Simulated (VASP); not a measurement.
Write the native input for VASP 6.6.1 that does the following.

```
Task                   : single point
Functional             : PBE
Potentials or basis    : VASP PAW PBE potentials, release 64 (Si, C)
Cutoff                 : 520 eV
k mesh                 : 10 × 10 × 2
Occupations            : fermi-dirac, width 0.05 eV
Spin                   : no spin polarisation
Dipole correction      : no
Further INCAR settings : ALGO = Normal; EDIFF = 1e-06; NBANDS = 36
```

The structure of SiC (Moissanite 6H) lies in POSCAR:

```
SiC
1.0
    3.0950000000      0.0000000000      0.0000000000
   -1.5475000000      2.6803486247      0.0000000000
    0.0000000000      0.0000000000     15.1700000000
Si C
6 6
Direct
    0.6666666667      0.3333333333      0.4583000000
    0.3333333333      0.6666666667      0.9583000000
    0.6666666667      0.3333333333      0.7917000000
    0.3333333333      0.6666666667      0.2917000000
    0.0000000000      0.0000000000      0.6250000000
    0.0000000000      0.0000000000      0.1250000000
    0.6666666667      0.3333333333      0.3333000000
    0.3333333333      0.6666666667      0.8333000000
    0.6666666667      0.3333333333      0.6667000000
    0.3333333333      0.6666666667      0.1667000000
    0.0000000000      0.0000000000      0.5000000000
    0.0000000000      0.0000000000      0.0000000000
```

One way to write it, as run:

INCAR

```
  PREC = Accurate
  ENCUT = 520
  EDIFF = 1E-6
  ISMEAR = -1
  SIGMA = 0.05
  LREAL = F
  LASPH = T
  NELM = 80
  ALGO = Normal
  ISIF = 2
  LWAVE = F
  LCHARG = F
  GGA = PE
  NBANDS = 36
```

KPOINTS

```
Automatic mesh
0
Gamma
  10 10 2
```

Potentials or basis: VASP PAW PBE potentials, release 64 (Si, C).

The run is started by

```bash
$ cat potpaw_PBE.64/Si/POTCAR potpaw_PBE.64/C/POTCAR > POTCAR
$ mpirun -np 1 vasp_std > vasp.out
```

Results of the run:

```json
{
 "Pressure": "0.2 GPa",
 "Largest force": "0.142 eV/Å",
 "Band gap on the k mesh": "2.02 eV, indirect (least direct gap 3.12 eV)"
}
```

Wall time 50 s on 1 thread of Intel(R) Xeon(R) 6975P-C (Granite Rapids), on a shared host, peak memory 0.29 GiB.
